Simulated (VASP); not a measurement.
A run of VASP 6.6.1:

POSCAR

```
SnTe
1.0
    0.0000000000      3.2126470615      3.2126470615
    3.2126470615      0.0000000000      3.2126470615
    3.2126470615      3.2126470615      0.0000000000
Te Sn
1 1
Direct
    0.5000000000      0.5000000000      0.5000000000
    0.0000000000      0.0000000000      0.0000000000
```

INCAR.step1

```
PREC = Accurate
ENCUT = 520
EDIFF = 1E-5
ISMEAR = -1
SIGMA = 0.05
LREAL = F
LASPH = T
NELM = 80
ALGO = Normal
ISIF = 2
LWAVE = T
LCHARG = F
NBANDS = 17
GGA = PE
```

File INCAR.step2:

```
PREC = Accurate
ENCUT = 520
EDIFF = 1E-7
ISMEAR = -1
SIGMA = 0.05
LREAL = F
LASPH = T
NELM = 80
ALGO = Normal
ISIF = 2
LWAVE = F
LCHARG = F
GGA = PS
LHFCALC = T
AEXX = 0.25
HFSCREEN = 0.207
PRECFOCK = Normal
NBANDS = 17
ISTART = 1
```

File KPOINTS:

```
regular mesh
0
Gamma
  4 4 4
```

Potentials or basis: VASP PAW PBE potentials, release 64 (Te, Sn_d).

Run with:

```bash
$ cat potpaw_PBE.64/Te/POTCAR potpaw_PBE.64/Sn_d/POTCAR > POTCAR
$ cp INCAR.step1 INCAR
$ mpirun -np 1 vasp_std > vasp.out
$ cp INCAR.step2 INCAR
$ mpirun -np 1 vasp_std > vasp.out
```

Hardware: 1 thread of AMD EPYC 7R43 64-Core Processor (Zen 3), with other jobs on the host.

Task: How long does it take, and how much memory?

Result: Run time: 31 min on 1 thread of AMD EPYC 7R43 64-Core Processor (Zen 3), on a shared host, peak memory 0.29 GiB. Counts: k points 8.
